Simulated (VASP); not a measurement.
A run of VASP 6.6.1 is set up as follows.

File INCAR:

```
SYSTEM = ScZnF2
ALGO = Normal
EDIFF = 1E-6
EDIFFG = -0.01
ENCUT = 600
GGA = PE
IBRION = 2
ISIF = 3
ISMEAR = 0
LASPH = .True.
LCHARG = .False.
LREAL = .False.
LWAVE = .False.
NELM = 100
NSW = 100
PREC = Accurate
SIGMA = 0.1
```

File KPOINTS:

```
k-points
0
Gamma
  10 10 16
  0 0 0
```

The input POSCAR:

```
ScZnF2
1.0
    4.4736684731      0.0000000000      0.0000000000
    0.0000000000      4.4736684731      0.0000000000
    0.0000000000      0.0000000000      2.8211142474
Sc Zn F
1 1 2
Direct
    0.5000000000      0.5000000000      0.5000000000
    0.0000000000      0.0000000000      0.0000000000
    0.5000000000      0.0000000000      0.0000000000
    0.0000000000      0.5000000000      0.0000000000
```

Potentials or basis: VASP PAW PBE potentials, release 64 (Sc_sv, Zn, F).

The run is started by

```sh
$ cat potpaw_PBE.64/Sc_sv/POTCAR potpaw_PBE.64/Zn/POTCAR potpaw_PBE.64/F/POTCAR > POTCAR
$ mpirun -np 1 vasp_std > vasp.out
```

(1) Predict the band gap on the k mesh.

Answers

(1) zero (an odd number of electrons rules out a gap without spin polarisation).

Caveat: the relaxation stopped at its first step, so nothing moved; an odd number of electrons without spin polarisation forces a metal; a magnetic or distorted state may lie lower.
